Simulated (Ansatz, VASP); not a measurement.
**BAs: VASP beside Ansatz**

```xyz
2
Lattice="0.0000 2.3885 2.3885 2.3885 0.0000 2.3885 2.3885 2.3885 0.0000" Properties=species:S:1:pos:R:3 pbc="T T T"
As    3.5827    3.5827    3.5827
B     0.0000    0.0000    0.0000
```

Alike in both runs: task single point; functional PBE; k mesh 4 × 4 × 4; occupations fermi-dirac, width 0.03 eV; no spin polarisation.

|  | VASP | Ansatz |
| --- | --- | --- |
| version | VASP 6.6.1 | Ansatz 0.2.0 |
| potentials or method | VASP PAW PBE potentials, release 64 (As, B), cutoff 520 eV | all-electron LAPW, scalar-relativistic |

VASP gave:

| Item | Value |
| --- | --- |
| gap on the k mesh at the Fermi level (eV) | 1.41 |
| least direct gap on the mesh (eV) | 3.26 |
| pressure (GPa) | 4.0 |

**Question.** Which values does Ansatz return?

**Answer.** gap on the k mesh at the Fermi level (eV): 1.42; least direct gap on the mesh (eV): 3.27; pressure (GPa): 3.3.

Ansatz ran all-electron here, and VASP with PAW potentials.

The k mesh is coarse, so the values compare programs but aren't converged.
